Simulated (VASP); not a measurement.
Wanted: the native input for a VASP 6.6.1 run.

- Task: single point
- Functional: HSE06
- Potentials or basis: VASP PAW PBE potentials, release 64 (Mg, S)
- Cutoff: 520 eV
- k mesh: 6 × 6 × 6
- Occupations: gaussian, width 0.01 eV
- Spin: no spin polarisation
- Dipole correction: no
- Grid for exact exchange (PRECFOCK): Normal
- Further INCAR settings: ALGO = Normal; EDIFF = 1e-07; NBANDS = 11
- Share of exact exchange: 0.25
- Screening parameter: 0.2079 1/Å

Crystal: MgS.

```
Mg S
1.0
     0.00000    2.83088    2.68509
     2.83088    0.00000    2.68509
     2.83088    2.83088    0.00000
Mg S
1 1
Direct
  0.00000 0.00000 0.00000
  0.25000 0.25000 0.25000
```

This cell differs from its parent crystal: uniaxial z strain -5.2%.

One way to write it, as run:

POSCAR

```
MgS
1.0
    0.0000000000      2.8308768389      2.6850866817
    2.8308768389      0.0000000000      2.6850866817
    2.8308768389      2.8308768389      0.0000000000
Mg S
1 1
Direct
    0.0000000000      0.0000000000      0.0000000000
    0.2500000000      0.2500000000      0.2500000000
```

INCAR.step1

```
SYSTEM = MgS
  ALGO = Normal
  EDIFF = 1E-5
  ENCUT = 520
  GGA = PE
  ISIF = 2
  ISMEAR = 0
  LASPH = .TRUE.
  LREAL = .FALSE.
  LWAVE = .TRUE.
  NBANDS = 11
  NELM = 100
  PREC = Accurate
  SIGMA = 0.01
```

INCAR.step2

```
SYSTEM = MgS
  ALGO = Normal
  EDIFF = 1E-7
  ENCUT = 520
  GGA = PE
  HFSCREEN = 0.2079
  ISIF = 2
  ISMEAR = 0
  ISTART = 1
  LASPH = .TRUE.
  LCHARG = .TRUE.
  LELF = .TRUE.
  LHFCALC = .TRUE.
  LREAL = .FALSE.
  LVHAR = .TRUE.
  LWAVE = .FALSE.
  NBANDS = 11
  NELM = 100
  PREC = Accurate
  PRECFOCK = Normal
  SIGMA = 0.01
```

KPOINTS

```
k-points
0
G
  6 6 6
  0 0 0
```

Potentials or basis: VASP PAW PBE potentials, release 64 (Mg, S).

Run with:

```console
$ cat potpaw_PBE.64/Mg/POTCAR potpaw_PBE.64/S/POTCAR > POTCAR
$ cp INCAR.step1 INCAR
$ mpirun -np 1 vasp_std > vasp.out
$ cp INCAR.step2 INCAR
$ mpirun -np 1 vasp_std > vasp.out
```

Results of the run:

```
Pressure               : 3.3 GPa
Band gap on the k mesh : 4.65 eV (least direct gap 4.70 eV)
```

Caveat: the cell differs from its parent crystal (uniaxial z strain -5.2%); the cell stands under pressure; the PAW data sets were made with another functional, which shifts forces and pressure a little.

It took 14 min on 1 thread of AMD EPYC 9R45 96-Core Processor (Zen 5), with other jobs on the host, peak memory 0.27 GiB.
